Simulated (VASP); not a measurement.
# W9C7 (a cell with a defect) in VASP: further runs, part 2 of 2

VASP 6.6.1.

**3. Relaxation of the atoms, PBE**

Contents of INCAR:

```
PREC = Accurate
ENCUT = 520
EDIFF = 1E-7
ISMEAR = -1
SIGMA = 0.1
LREAL = False
LASPH = True
NELM = 120
ALGO = Normal
ISIF = 2
LWAVE = False
LCHARG = False
GGA = PE
IBRION = 2
NSW = 60
EDIFFG = -0.03
GGA_COMPAT = False
NELMIN = 4
```

Contents of KPOINTS:

```
Automatic mesh
0
Gamma
  3 3 3
```

Contents of POSCAR:

```
W9C7
1.0
    5.8130000045      0.0000000000      0.0000000000
   -2.9065000023      5.0342056761      0.0000000000
    0.0000000000      0.0000000000      5.6732000000
W C
9 7
Direct
    0.0000000000      0.0000000000      0.0000000000
    0.3333333333      0.1666666667      0.2500000000
    0.0000000000      0.0000000000      0.5000000000
    0.0000000000      0.5000000000      0.0000000000
    0.0000000000      0.5000000000      0.5000000000
    0.5000000000      0.0000000000      0.0000000000
    0.5000000000      0.0000000000      0.5000000000
    0.5000000000      0.5000000000      0.0000000000
    0.5000000000      0.5000000000      0.5000000000
    0.3333333333      0.1666666667      0.7500000000
    0.3333333333      0.6666666667      0.2500000000
    0.3333333333      0.6666666667      0.7500000000
    0.8333333333      0.1666666667      0.2500000000
    0.8333333333      0.1666666667      0.7500000000
    0.8333333333      0.6666666667      0.2500000000
    0.8333333333      0.6666666667      0.7500000000
```

Potentials or basis: VASP PAW PBE potentials, release 64 (W_sv, C).

Command:

```
> cat potpaw_PBE.64/W_sv/POTCAR potpaw_PBE.64/C/POTCAR > POTCAR
> mpirun -np 1 vasp_std > vasp.out
```

OUTCAR:

```text
PREC = Accurate
   ENCUT = 520
   EDIFF = 1E-7
   ISMEAR = -1
   LREAL = False
   LASPH = True
   NELM = 120
   ISIF = 2
   GGA = PE
   IBRION = 2
   NSW = 60
   EDIFFG = -0.03
   NELMIN = 4

 ion  position               nearest neighbor table
   1  0.000  0.000  0.000-   2 2.20  10 2.20  15 2.20  16 2.20  13 2.20  14 2.20   3 2.84   3 2.84
                             8 2.91   8 2.91   6 2.91   6 2.91   4 2.91   4 2.91
   2  0.333  0.167  0.250-   1 2.20   3 2.20   8 2.20   9 2.20   6 2.20   7 2.20
   3  0.000  0.000  0.500-   2 2.20  10 2.20  15 2.20  16 2.20  13 2.20  14 2.20   1 2.84   1 2.84
                             9 2.91   9 2.91   7 2.91   7 2.91   5 2.91   5 2.91
   4  0.000  0.500  0.000-  11 2.20  12 2.20  13 2.20  14 2.20  15 2.20  16 2.20   5 2.84   5 2.84
                             6 2.91   6 2.91   8 2.91   8 2.91   1 2.91   1 2.91
   5  0.000  0.500  0.500-  11 2.20  12 2.20  13 2.20  14 2.20  15 2.20  16 2.20   4 2.84   4 2.84
                             7 2.91   7 2.91   9 2.91   9 2.91   3 2.91   3 2.91
   6  0.500  0.000  0.000-  13 2.20  14 2.20  11 2.20  12 2.20   2 2.20  10 2.20   7 2.84   7 2.84
                             4 2.91   4 2.91   1 2.91   1 2.91   8 2.91   8 2.91
   7  0.500  0.000  0.500-  13 2.20  14 2.20  11 2.20  12 2.20   2 2.20  10 2.20   6 2.84   6 2.84
                             5 2.91   5 2.91   3 2.91   3 2.91   9 2.91   9 2.91
   8  0.500  0.500  0.000-  15 2.20  16 2.20   2 2.20  10 2.20  11 2.20  12 2.20   9 2.84   9 2.84
                             1 2.91   1 2.91   4 2.91   4 2.91   6 2.91   6 2.91
   9  0.500  0.500  0.500-  15 2.20  16 2.20   2 2.20  10 2.20  11 2.20  12 2.20   8 2.84   8 2.84
                             3 2.91   3 2.91   5 2.91   5 2.91   7 2.91   7 2.91
  10  0.333  0.167  0.750-   1 2.20   3 2.20   8 2.20   9 2.20   6 2.20   7 2.20
  11  0.333  0.667  0.250-   4 2.20   5 2.20   6 2.20   7 2.20   8 2.20   9 2.20
  12  0.333  0.667  0.750-   4 2.20   5 2.20   6 2.20   7 2.20   8 2.20   9 2.20
  13  0.833  0.167  0.250-   6 2.20   7 2.20   4 2.20   5 2.20   1 2.20   3 2.20
  14  0.833  0.167  0.750-   6 2.20   7 2.20   4 2.20   5 2.20   1 2.20   3 2.20
  15  0.833  0.667  0.250-   8 2.20   9 2.20   1 2.20   3 2.20   4 2.20   5 2.20
  16  0.833  0.667  0.750-   8 2.20   9 2.20   1 2.20   3 2.20   4 2.20   5 2.20

  LATTYP: Found a hexagonal cell.
 ALAT       =     5.8130000045
 C/A-ratio  =     0.9759504551

  Lattice vectors:

 A1 = (   5.8130000045,   0.0000000000,   0.0000000000)
 A2 = (  -2.9065000023,   5.0342056761,   0.0000000000)
 A3 = (   0.0000000000,   0.0000000000,   5.6732000000)

[... 189 lines left out ...]

  FORCE on cell =-STRESS in cart. coord.  units (eV):
  Direction    XX          YY          ZZ          XY          YZ          ZX
  --------------------------------------------------------------------------------------
  -------------------------------------------------------------------------------------
  Total       56.7273562     56.7273562     72.8923396     -0.0000000     -0.0000000      0.0000000
  in kB      547.4491097    547.4491097    703.4497824     -0.0000000     -0.0000000      0.0000000
  external PRESSURE =     599.4493339 kB  Pullay stress =       0.0000000 kB
[... 131 lines left out ...]
  FREE ENERGIE OF THE ION-ELECTRON SYSTEM (eV)
  ---------------------------------------------------
  free  energy   TOTEN  =      -169.5380408639 eV

  energy  without entropy=     -169.3209368764  energy(sigma->0) =     -169.42948887

[... ionic steps 4 to 9 ...]

--------------------------------------- Ionic step       10  -------------------------------------------

 number of electron     154.0000005 magnetization

------------------------ aborting loop because EDIFF is reached ----------------------------------------
[... 95 lines left out ...]
--------------------------------------- Ionic step       12  -------------------------------------------

 number of electron     154.0000006 magnetization

 Free energy of the ion-electron system (eV)
  ---------------------------------------------------
  ext. energy  EPLUGINS =         0.00000000
  ---------------------------------------------------
  free energy    TOTEN  =      -169.79653482 eV

  energy without entropy =     -169.58729379  energy(sigma->0) =     -169.69191431

 E-fermi :  12.5310     XC(G=0): -14.0894

 val. band max:       12.3062347397   @ k =   0.0000   0.0000   0.3333
 cond. band min:      12.5554048949   @ k =   0.3333  -0.0000   0.0000
 fundamental gap:      0.2491701552
 Fermi energy:        12.5309747995

 k-point     1 :       0.0000    0.0000    0.0000
  band No.  band energies     occupation
      1     -61.8415      2.00000
      2     -61.7993      2.00000
      3     -61.6490      2.00000
      4     -61.5240      2.00000
      5     -61.5105      2.00000
      6     -61.5105      2.00000
[... 541 lines left out ...]
     88      15.7531      0.00000
     89      16.0715      0.00000
 [bands above 89 left out]

------------------------ aborting loop because EDIFF is reached ----------------------------------------

  FORCE on cell =-STRESS in cart. coord.  units (eV):
  Direction    XX          YY          ZZ          XY          YZ          ZX
  --------------------------------------------------------------------------------------
  -------------------------------------------------------------------------------------
  Total       52.0116298     52.0116298     56.5382747     -0.0000000     -0.0000000     -0.0000000
  in kB      501.9398456    501.9398456    545.6243728     -0.0000000     -0.0000000     -0.0000000
  external PRESSURE =     516.5013547 kB  Pullay stress =       0.0000000 kB
[... 31 lines left out ...]
  FREE ENERGIE OF THE ION-ELECTRON SYSTEM (eV)
  ---------------------------------------------------
  free  energy   TOTEN  =      -169.7965348229 eV

  energy  without entropy=     -169.5872937922  energy(sigma->0) =     -169.69191431

 reached required accuracy - stopping structural energy minimisation
```

OSZICAR:

```text
N       E                     dE             d eps       ncg     rms          rms(c)
DAV:   1     0.218323715504E+04    0.21832E+04   -0.83523E+04  1104   0.197E+03
DAV:   2     0.334431137330E+02   -0.21498E+04   -0.20884E+04  1104   0.640E+02
DAV:   3    -0.174414686370E+03   -0.20786E+03   -0.19811E+03  1260   0.177E+02
[... 141 lines left out ...]
DAV:   2    -0.169796546725E+03   -0.19501E-03   -0.27879E-03  1256   0.233E-01    0.913E-02
DAV:   3    -0.169796539871E+03    0.68536E-05   -0.17504E-04  1364   0.898E-02    0.408E-02
DAV:   4    -0.169796535042E+03    0.48290E-05   -0.37529E-05  1336   0.350E-02    0.821E-03
DAV:   5    -0.169796534856E+03    0.18580E-06   -0.50594E-06  1288   0.116E-02    0.356E-03
DAV:   6    -0.169796534823E+03    0.33269E-07   -0.45596E-07  1168   0.354E-03
  12 F= -.16979653E+03 E0= -.16969191E+03  d E =-.353676E-03
```

It took 22 min on 1 thread of AMD EPYC 7R43 (Zen 3), shared host; peak memory 0.29 GiB.

Results:

```yaml
Free_energy: -169.7965 eV
Pressure_after_relaxing: 51.7 GPa
Largest_force_after_relaxing: 0.019 eV/Å
Band_gap_on_the_k_mesh: zero (bands 77 and 78 overlap by 0.45 eV)
```

Forces on the atoms (eV/Å):
```
W   -0.001 -0.001  0.010
W    0.000  0.000  0.000
W   -0.001 -0.001 -0.010
W    0.000  0.000 -0.019
W    0.000  0.000  0.019
W    0.001 -0.001  0.010
W    0.001 -0.001 -0.010
W    0.000  0.001  0.010
W    0.000  0.001 -0.010
C    0.000  0.000  0.000
C    0.015  0.009  0.000
C   -0.002 -0.001  0.000
C    0.000 -0.018  0.000
C    0.000  0.003  0.000
C   -0.015  0.009  0.000
C    0.002 -0.001  0.000
```

Stress tensor (GPa, compression positive):
```
50.19  0.00  0.00
 0.00 50.19  0.00
 0.00  0.00 54.56
```

Final structure:
```
CELL_PARAMETERS angstrom
5.81300 0.00000 0.00000
-2.90650 5.03421 0.00000
0.00000 0.00000 5.67320
ATOMIC_POSITIONS crystal
W 0.97338 0.98669 0.98428
W 0.33333 0.16667 0.25000
W 0.97338 0.98669 0.51572
W 0.00000 0.50000 0.00289
W 0.00000 0.50000 0.49711
W 0.51331 0.98669 0.98428
W 0.51331 0.98669 0.51572
W 0.51331 0.52662 0.98428
W 0.51331 0.52662 0.51572
C 0.33333 0.16667 0.75000
C 0.33639 0.66819 0.25000
C 0.31693 0.65847 0.75000
C 0.83181 0.16361 0.25000
C 0.84153 0.18307 0.75000
C 0.83181 0.66819 0.25000
C 0.84153 0.65847 0.75000
```

Caveat: the k points lie up to 0.42 Å⁻¹ apart; spin-orbit coupling is left out, which moves the levels of the heavy elements.
